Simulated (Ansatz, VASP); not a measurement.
## Two plane-wave programs on B3Pt

Contents of INCAR:

```
PREC = Accurate ; ENCUT = 520
EDIFF = 1E-6 ; ISMEAR = 0
SIGMA = 0.1 ; LREAL = F
LASPH = T ; NELM = 100
ALGO = Normal ; ISIF = 2
LWAVE = F ; LCHARG = F
GGA = PE ; NBANDS = 18
```

File KPOINTS:

```
Automatic mesh
0
Gamma
  6 6 4
```

POSCAR

```
B3Pt
1.0
    2.5351967600      0.0000000000      0.0000000000
   -1.2675983800      2.1955448000      0.0000000000
    0.0000000000      0.0000000000      6.6457751700
B Pt
3 1
Direct
    0.6666666700      0.3333333300      0.7098112200
    0.3333333300      0.6666666700      0.2901887800
    0.0000000000      0.0000000000      0.5000000000
    0.0000000000      0.0000000000      0.0000000000
```

Input for Ansatz:

```yaml
crystal:
  lattice:
    - [2.53519676, 0.0, 0.0]
    - [-1.26759838, 2.1955448, 0.0]
    - [0.0, 0.0, 6.64577517]
  atoms:
    - { symbol: B, position: [0.66666667, 0.33333333, 0.70981122] }
    - { symbol: B, position: [0.33333333, 0.66666667, 0.29018878] }
    - { symbol: B, position: [0.0, 0.0, 0.5] }
    - { symbol: Pt, position: [0.0, 0.0, 0.0] }
basis:
  ecutwfc: 420
kpoints:
  mp_grid: { grid: [6, 6, 4] }
hamiltonian:
  xc: pbe
scf:
  occupations: { method: gaussian, width: 0.1 }
  lower_state_search: "off"
output:
  forces: true
  stress: true
  eigenvalues: true
```

Alike in both runs: task single point; functional PBE; k mesh 6 × 6 × 4; occupations gaussian, width 0.1 eV; no spin polarisation.

```csv
,VASP,Ansatz
version,VASP 6.6.1,Ansatz 0.2.0
potentials or method,"VASP PAW PBE potentials, release 64 (B, Pt), cutoff 520 eV","scalar-relativistic, plane waves, PAW"
valence electrons in the cell,19,27
```

Ansatz gave:

| Property | Result |
| --- | --- |
| gap on the k mesh at the Fermi level (eV) | none |
| pressure (GPa) | 3.7 |
| traceless stress, the component that is largest in VASP (GPa) | -31.73 |
| rms of the force components (eV/Å) | 0.400 |

Q: What did VASP give for the same quantities?

A: gap on the k mesh at the Fermi level (eV): none; pressure (GPa): 3.5; traceless stress, the component that is largest in VASP (GPa): -31.50; rms of the force components (eV/Å): 0.400.

Atom by atom the forces differ by 0.000 eV/Å (rms over components). A gap of «none» marks a metal or a gap that the smearing closes. With one functional, cell and mesh, what is left measures potentials, basis and numerics. VASP's potentials hold 19 valence electrons a cell and Ansatz's 27, so a difference there can come from the potentials and not from the codes.

The k mesh is coarse, so the values compare programs but aren't converged. Spin-orbit coupling is off throughout.
